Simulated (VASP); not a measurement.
A run of VASP 6.6.1:

File INCAR:

```
PREC = Accurate
ENCUT = 520
EDIFF = 1E-7
ISMEAR = -1
SIGMA = 0.05
LREAL = False
LASPH = True
NELM = 100
ALGO = Fast
ISIF = 2
LWAVE = False
LCHARG = True
GGA = PE
LELF = True
LVHAR = True
NBANDS = 15
```

The input KPOINTS:

```
regular mesh
0
Gamma
  12 12 7
```

Contents of POSCAR:

```
BeRu
1.0
    2.5322620225      0.0000000000      0.0000000000
   -1.2661310113      2.1930032355      0.0000000000
    0.0000000000      0.0000000000      3.8454648554
Be Ru
1 1
Direct
    0.0000000000      0.0000000000      0.5000000000
    0.6666666700      0.3333333300      0.0000000000
```

Potentials or basis: VASP PAW PBE potentials, release 64 (Be, Ru_pv).

Command:

```console
$ cat potpaw_PBE.64/Be/POTCAR potpaw_PBE.64/Ru_pv/POTCAR > POTCAR
$ mpirun -np 1 vasp_std > vasp.out
```

Hardware: 1 thread of Intel(R) Xeon(R) 6975P-C (Granite Rapids), with other jobs on the host.

How long does it take, and how much memory?

Wall time 12 s on 1 thread of Intel(R) Xeon(R) 6975P-C (Granite Rapids) (shared host), peak memory 0.14 GiB. Counts: scf iterations 15, k points 76.
